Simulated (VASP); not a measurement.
# SiO2 (Pccn) in VASP: a series of runs

SiO2 is run at these levels: LDA; tasks: single point.

Program: VASP 6.6.1. These are calculated values, not measurements. Logs are shortened: lines on timing, memory, paths and dates and some standing lists are left out, and cuts for length are marked.

## (1) The cell of the first run

The structure is orthorhombic, space group Pccn (No. 56). Conventional cell: a = 4.497 Å, b = 8.104 Å, c = 7.768 Å, α = 90.00°, β = 90.00°, γ = 90.00°. Si (site symmetry 1) has 4 O at 1.56 to 1.61 Å within 2.1 Å. O (site symmetry 1) has 2 Si at 1.60 to 1.61 Å within 2.1 Å. O (site symmetry 2) has 2 Si at 1.57 Å within 2.1 Å. O (site symmetry -1) has 2 Si at 1.56 Å within 2.1 Å.

## (2) Single point, LDA (11.80 Å³/atom)

INCAR

```
PREC = Accurate
ENCUT = 520
EDIFF = 1E-7
ISMEAR = 0
SIGMA = 0.02
LREAL = Auto
LASPH = True
NELM = 60
ALGO = Normal
ISIF = 2
LWAVE = False
LCHARG = False
GGA = CA
NBANDS = 82
```

KPOINTS

```
Automatic mesh
0
Gamma
  6 4 4
```

POSCAR

```
SiO2
1.0
    4.4971050778      0.0000000000      0.0000000000
    0.0000000000      8.1041392334      0.0000000000
    0.0000000000      0.0000000000      7.7675081076
Si O
8 16
Direct
    0.1847317422      0.0621505793      0.1576114283
    0.1847317422      0.4378494207      0.6576114283
    0.6847317422      0.5621505793      0.8423885717
    0.3152682578      0.4378494207      0.1576114283
    0.8152682578      0.5621505793      0.3423885717
    0.8152682578      0.9378494207      0.8423885717
    0.6847317422      0.9378494207      0.3423885717
    0.3152682578      0.0621505793      0.6576114283
    0.5202567021      0.0468023555      0.8266199793
    0.5202567021      0.4531976445      0.3266199793
    0.4797432979      0.5468023555      0.6733800207
    0.2500000000      0.2500000000      0.6276245725
    0.0202567021      0.5468023555      0.1733800207
    0.4797432979      0.9531976445      0.1733800207
    0.9797432979      0.0468023555      0.3266199793
    0.0000000000      0.5000000000      0.5000000000
    0.7500000000      0.7500000000      0.3723754275
    0.7500000000      0.7500000000      0.8723754275
    0.9797432979      0.4531976445      0.8266199793
    0.5000000000      0.5000000000      0.0000000000
    0.2500000000      0.2500000000      0.1276245725
    0.0202567021      0.9531976445      0.6733800207
    0.0000000000      0.0000000000      0.0000000000
    0.5000000000      0.0000000000      0.5000000000
```

Potentials or basis: VASP PAW LDA potentials, release 64 (Si, O).

The run is started by

```console
cat potpaw_LDA.64/Si/POTCAR potpaw_LDA.64/O/POTCAR > POTCAR
mpirun -np 1 vasp_std > vasp.out
```

OUTCAR:

```text
PREC = Accurate
   ENCUT = 520
   EDIFF = 1E-7
   ISMEAR = 0
   LREAL = Auto
   LASPH = True
   NELM = 60
   ISIF = 2
   GGA = CA

 ion  position               nearest neighbor table
   1  0.185  0.062  0.158-  23 1.56  21 1.57  14 1.60  15 1.61   7 2.85   7 2.85   4 3.10   6 3.13

   2  0.185  0.438  0.658-  16 1.56  12 1.57  11 1.60  19 1.61   3 2.85   3 2.85   8 3.10   5 3.13

   3  0.685  0.562  0.842-  20 1.56  18 1.57  19 1.60  11 1.61   2 2.85   2 2.85   6 3.10   4 3.13

   4  0.315  0.438  0.158-  20 1.56  21 1.57  13 1.60  10 1.61   5 2.85   5 2.85   1 3.10   3 3.13

   5  0.815  0.562  0.342-  16 1.56  17 1.57  10 1.60  13 1.61   4 2.85   4 2.85   7 3.10   2 3.13

   6  0.815  0.938  0.842-  23 1.56  18 1.57   9 1.60  22 1.61   8 2.85   8 2.85   3 3.10   1 3.13

   7  0.685  0.938  0.342-  24 1.56  17 1.57  15 1.60  14 1.61   1 2.85   1 2.85   5 3.10   8 3.13

   8  0.315  0.062  0.658-  24 1.56  12 1.57  22 1.60   9 1.61   6 2.85   6 2.85   2 3.10   7 3.13

   9  0.520  0.047  0.827-   6 1.60   8 1.61
  10  0.520  0.453  0.327-   5 1.60   4 1.61
  11  0.480  0.547  0.673-   2 1.60   3 1.61
  12  0.250  0.250  0.628-   2 1.57   8 1.57
  13  0.020  0.547  0.173-   4 1.60   5 1.61
  14  0.480  0.953  0.173-   1 1.60   7 1.61
[... 8 lines left out ...]
  23  0.000  0.000  0.000-   1 1.56   6 1.56
  24  0.500  0.000  0.500-   7 1.56   8 1.56

  LATTYP: Found a simple orthorhombic cell.
 ALAT       =     4.4971050778
 B/A-ratio  =     1.7272240638
 C/A-ratio  =     1.8020791361

  Lattice vectors:

 A1 = (  -4.4971050778,   0.0000000000,   0.0000000000)
 A2 = (   0.0000000000,   0.0000000000,   7.7675081076)
 A3 = (   0.0000000000,   8.1041392334,   0.0000000000)

Analysis of symmetry for initial positions (statically):
=====================================================================
 Subroutine PRICEL returns:
 Original cell was already a primitive cell.

 Routine SETGRP: Setting up the symmetry group for a
 simple orthorhombic supercell.

 Subroutine GETGRP returns: Found  8 space group operations
 (whereof  2 operations were pure point group operations)
 out of a pool of  8 trial point group operations.

The static configuration has the point symmetry S_2 .
 The point group associated with its full space group is D_2h.

Analysis of symmetry for dynamics (positions and initial velocities):
=====================================================================
 Subroutine PRICEL returns:
 Original cell was already a primitive cell.

 Routine SETGRP: Setting up the symmetry group for a
 simple orthorhombic supercell.

 Subroutine GETGRP returns: Found  8 space group operations
 (whereof  2 operations were pure point group operations)
 out of a pool of  8 trial point group operations.

The dynamic configuration has the point symmetry S_2 .
 The point group associated with its full space group is D_2h.

 Subroutine INISYM returns: Found  8 space group operations
 (whereof  2 operations are pure point group operations),
 and found     1 'primitive' translations

----------------------------------------------------------------------------------------

                                     Primitive cell

  volume of cell :     283.0881

  direct lattice vectors                    reciprocal lattice vectors
     4.497105078  0.000000000  0.000000000     0.222365273  0.000000000  0.000000000
     0.000000000  8.104139233  0.000000000     0.000000000  0.123393734  0.000000000
     0.000000000  0.000000000  7.767508108     0.000000000  0.000000000  0.128741417

  length of vectors
     4.497105078  8.104139233  7.767508108     0.222365273  0.123393734  0.128741417

  position of ions in fractional coordinates (direct lattice)
     0.184731742  0.062150579  0.157611428
     0.184731742  0.437849421  0.657611428
     0.684731742  0.562150579  0.842388572
     0.315268258  0.437849421  0.157611428
     0.815268258  0.562150579  0.342388572
     0.815268258  0.937849421  0.842388572
[... 16 lines left out ...]
     0.000000000  0.000000000  0.000000000
     0.500000000  0.000000000  0.500000000

  ion indices of the primitive-cell ions
   primitive index   ion index
                 1           1
                 2           2
                 3           3
                 4           4
                 5           5
                 6           6
[... 16 lines left out ...]
                23          23
                24          24

----------------------------------------------------------------------------------------

 KPOINTS: Automatic mesh

Automatic generation of k-mesh.
 Grid dimensions read from file:
 generate k-points for:    6    4    4

 Generating k-lattice:

  Cartesian coordinates                     Fractional coordinates (reciprocal lattice)
     0.037060879  0.000000000  0.000000000     0.166666667  0.000000000  0.000000000
     0.000000000  0.030848433  0.000000000     0.000000000  0.250000000  0.000000000
     0.000000000  0.000000000  0.032185354     0.000000000  0.000000000  0.250000000

  Length of vectors
     0.037060879  0.030848433  0.032185354

  Shift w.r.t. Gamma in fractional coordinates (k-lattice)
     0.000000000  0.000000000  0.000000000

 Subroutine IBZKPT returns following result:
 ===========================================

 Found     36 irreducible k-points:

 Following reciprocal coordinates:
            Coordinates               Weight
  0.000000  0.000000  0.000000      1.000000
  0.166667  0.000000  0.000000      2.000000
  0.333333  0.000000  0.000000      2.000000
  0.500000  0.000000  0.000000      1.000000
  0.000000  0.250000  0.000000      2.000000
  0.166667  0.250000  0.000000      4.000000
[... 16 lines left out ...]
  0.333333  0.500000  0.250000      4.000000
  0.500000  0.500000  0.250000      2.000000
 [... further k-points ...]
   k-points           NKPTS =     36   k-points in BZ     NKDIM =     36   number of bands    NBANDS=     82
   number of dos      NEDOS =    301   number of ions     NIONS =     24
   total plane-waves  NPLWV = 129600
   dimension x,y,z NGX =    36 NGY =   60 NGZ =   60
   dimension x,y,z NGXF=    72 NGYF=  120 NGZF=  120
   ions per type =               8  16
   NGX,Y,Z   is equivalent  to a cutoff of  13.31, 12.31, 12.84 a.u.
   NGXF,Y,Z  is equivalent  to a cutoff of  26.62, 24.62, 25.68 a.u.
 SYSTEM =  unknown system
   PREC   = accura    normal or accurate (medium, high low for compatibility)
   ISTART =      0    job   : 0-new  1-cont  2-samecut
   ICHARG =      2    charge: 1-file 2-atom 10-const
   ISPIN  =      1    spin polarized calculation?
   LNONCOLLINEAR =      F non collinear calculations
   LSORBIT =      F    spin-orbit coupling
   LASPH  =      T    aspherical Exc in radial PAW
   ENCUT  =  520.0 eV  38.22 Ry    6.18 a.u.   8.36 15.07 14.44*2*pi/ulx,y,z
   NELM   =     60;   NELMIN=  2; NELMDL= -5     # of ELM steps
   EDIFF  = 0.1E-06   stopping-criterion for ELM
   LREAL  =      T    real-space projection
   EDIFFG = 0.1E-05   stopping-criterion for IOM
   NSW    =      0    number of steps for IOM
   IBRION =     -1    ionic relax: 0-MD 1-quasi-New 2-CG
   NFREE  =      0    steps in history (QN), initial steepest desc. (CG)
   ISIF   =      2    stress and relaxation
   ISYM   =      2    0-nonsym 1-usesym 2-fastsym
   POTIM  = 0.5000    time-step for ionic-motion
   TEBEG  =    0.0;   TEEND  =   0.0 temperature during run
   PSTRESS=    0.0 pullay stress
   NELECT =     128.0000    total number of electrons
   NUPDOWN=      -1.0000    fix difference up-down
   EMIN   =  10.00;   EMAX   =-10.00  energy-range for DOS
   EFERMI =   0.00;   METHOD = LEGACY
   ISMEAR =     0;   SIGMA  =   0.02  broadening in eV -4-tet -1-fermi 0-gaus
   EFERMI_NEDOS =   21; number of points for ismear=-14 and -15
   IALGO  =     38    algorithm
   IMIX   =      4    mixing-type and parameters
     AMIX     =   0.40;   BMIX     =  1.00
     AMIX_MAG =   1.60;   BMIX_MAG =  1.00
  volume/ion in A,a.u.               =      11.80        79.60
  Fermi-wavevector in a.u.,A,eV,Ry     =   1.256524  2.374487 21.481608  1.578854
  Thomas-Fermi vector in A             =   2.390228
   LORBIT       =      0    0 simple, 1 ext, 2 COOP (PROOUT), +10 PAW based schemes
   GGA     = CA    functional components
   LHFCALC =     F    Hartree Fock is set to
   AEXX    =    0.0000 exact exchange contribution
   IVDW    =     0    specifies the selected vdW correction
   LEPSILON=     F    determine dielectric tensor
   LRPA    =     F    only Hartree local field effects (RPA)
 non-spin polarized calculation
 Gauss-broadening in eV      SIGMA  =   0.02
  energy-cutoff  :      520.00
  volume of cell :      283.09
 maximum number of plane-waves:      7691
 NGX is ok and might be reduce to    36
   NGX = 17   NGY = 31   NGZ = 29

 number of electron     127.9999992 magnetization

 Free energy of the ion-electron system (eV)
  ---------------------------------------------------
  ext. energy  EPLUGINS =         0.00000000
  ---------------------------------------------------
  free energy    TOTEN  =      -205.97542723 eV

  energy without entropy =     -205.97542723  energy(sigma->0) =     -205.97542723

 E-fermi :   1.7928     XC(G=0): -10.0198

 val. band max:        1.6436336902   @ k =   0.0000   0.0000   0.0000
 cond. band min:       7.3447637974   @ k =   0.0000   0.0000   0.0000
 fundamental gap:      5.7011301072
 Fermi energy:         1.7928470190

 k-point     1 :       0.0000    0.0000    0.0000
  band No.  band energies     occupation
      1     -18.2216      2.00000
      2     -17.7737      2.00000
      3     -17.4844      2.00000
      4     -17.0299      2.00000
      5     -16.9809      2.00000
      6     -16.4844      2.00000
[... 68 lines left out ...]
     75      11.3004      0.00000
     76      11.3535      0.00000

 k-point     2 :       0.1667    0.0000    0.0000
  band No.  band energies     occupation
      1     -18.1297      2.00000
      2     -17.6978      2.00000
      3     -17.4003      2.00000
      4     -17.0400      2.00000
      5     -16.9108      2.00000
      6     -16.6759      2.00000
[... 68 lines left out ...]
     75      11.3669      0.00000
     76      11.4531      0.00000

 k-point     3 :       0.3333    0.0000    0.0000
  band No.  band energies     occupation
      1     -17.8676      2.00000
      2     -17.5019      2.00000
      3     -17.1500      2.00000
      4     -17.1047      2.00000
      5     -17.0418      2.00000
      6     -16.7206      2.00000
[... 1648 lines left out ...]
     75      11.4463      0.00000
     76      11.4463      0.00000

 k-point    24 :       0.5000    0.5000    0.2500
  band No.  band energies     occupation
      1     -17.5025      2.00000
      2     -17.5025      2.00000
      3     -17.0544      2.00000
      4     -17.0544      2.00000
      5     -17.0133      2.00000
      6     -17.0133      2.00000
[... 68 lines left out ...]
     75      11.5243      0.00000
     76      11.5243      0.00000

 [... further k-points ...]

 [bands above 76 left out]

------------------------ aborting loop because EDIFF is reached ----------------------------------------

  FORCE on cell =-STRESS in cart. coord.  units (eV):
  Direction    XX          YY          ZZ          XY          YZ          ZX
  --------------------------------------------------------------------------------------
  -------------------------------------------------------------------------------------
  Total       23.8571274     23.6357068     23.2661062      0.0000000      0.0000000     -0.0000000
  in kB      135.0227931    133.7696320    131.6778251      0.0000000      0.0000000     -0.0000000
  external PRESSURE =     133.4900834 kB  Pullay stress =       0.0000000 kB

 VOLUME and BASIS-vectors are now :
 -----------------------------------------------------------------------------
  energy-cutoff  :      520.00
  volume of cell :      283.09
      direct lattice vectors                 reciprocal lattice vectors
     4.497105078  0.000000000  0.000000000     0.222365273  0.000000000  0.000000000
     0.000000000  8.104139233  0.000000000     0.000000000  0.123393734  0.000000000
     0.000000000  0.000000000  7.767508108     0.000000000  0.000000000  0.128741417

 POSITION                                       TOTAL-FORCE (eV/Angst)
 -----------------------------------------------------------------------------------
      0.83076      0.50368      1.22425         0.006395      0.022252     -0.054748
      0.83076      3.54839      5.10800         0.006395     -0.022252     -0.054748
      3.07931      4.55575      6.54326         0.006395      0.022252      0.054748
      1.41779      3.54839      1.22425        -0.006395     -0.022252     -0.054748
      3.66635      4.55575      2.65951        -0.006395      0.022252      0.054748
      3.66635      7.60046      6.54326        -0.006395     -0.022252      0.054748
[... 16 lines left out ...]
      0.00000      0.00000      0.00000         0.000000      0.000000      0.000000
      2.24855      0.00000      3.88375         0.000000      0.000000      0.000000
 -----------------------------------------------------------------------------------
    total drift:                               -0.000000      0.000000     -0.000000

  FREE ENERGIE OF THE ION-ELECTRON SYSTEM (eV)
  ---------------------------------------------------
  free  energy   TOTEN  =      -205.9754272332 eV

  energy  without entropy=     -205.9754272332  energy(sigma->0) =     -205.97542723
```

It took 24 min on 1 thread of Oxide Virtual Turin-like, shared host; peak memory 0.56 GiB.

What came out:

| Item | Value |
| --- | --- |
| Free energy | -205.9754 eV |
| Pressure | 13.3 GPa |
| Largest force | 0.059 eV/Å |
| Band gap on the k mesh | 5.70 eV |

Forces in eV/Å, atoms in the order of the input:
```
Si   0.006  0.022 -0.055
Si   0.006 -0.022 -0.055
Si   0.006  0.022  0.055
Si  -0.006 -0.022 -0.055
Si  -0.006  0.022  0.055
Si  -0.006 -0.022  0.055
Si   0.006 -0.022  0.055
Si  -0.006  0.022 -0.055
O   -0.020  0.026  0.045
O   -0.020 -0.026  0.045
O    0.020  0.026 -0.045
O    0.000  0.000  0.001
O   -0.020  0.026 -0.045
O    0.020 -0.026 -0.045
O    0.020  0.026  0.045
O    0.000  0.000  0.000
O    0.000  0.000 -0.001
O    0.000  0.000 -0.001
O    0.020 -0.026  0.045
O    0.000  0.000  0.000
O    0.000  0.000  0.001
O   -0.020 -0.026 -0.045
O    0.000  0.000  0.000
O    0.000  0.000  0.000
```

Caveat: the cell stands under pressure. A k mesh can miss the band edges.

[end of part 1 of 2]
